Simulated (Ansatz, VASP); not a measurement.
## SiMo5: VASP beside Ansatz

```
CELL_PARAMETERS angstrom
5.10565 0.00000 0.00000
-2.55282 4.42162 0.00000
0.00000 0.00000 6.87153
ATOMIC_POSITIONS crystal
Si 0.00000 0.00000 0.00000
Mo 0.50000 0.00000 0.00000
Mo 0.00000 0.50000 0.00000
Mo 0.50000 0.50000 0.00000
Mo 0.00000 0.00000 0.64184
Mo 0.00000 0.00000 0.35816
```

Alike in both runs: functional PBE; k mesh 4 × 4 × 2; occupations gaussian, width 0.2 eV; no spin polarisation.

Ansatz relaxed the structure, and its values are those at the end. VASP's run is a single point on that final structure, the one shown.

```csv
,VASP,Ansatz
version,VASP 6.6.1,Ansatz 0.2.0
potentials or method,"VASP PAW PBE potentials, release 64 (Si, Mo_sv), cutoff 500 eV","scalar-relativistic, plane waves, PAW"
valence electrons in the cell,74,74
```

```csv
,VASP,Ansatz,Ansatz less VASP
gap on the k mesh at the Fermi level (eV),none,none,-
pressure (GPa),0.9,0.2,-0.70
rms of the force components (eV/Å),0.292,0.000,-0.2922
```

A gap of «none» marks a metal or a gap that the smearing closes. One of these differences is far larger than is usual between the two programs; its cause wasn't traced.

The k mesh is coarse, so the values compare programs but aren't converged.
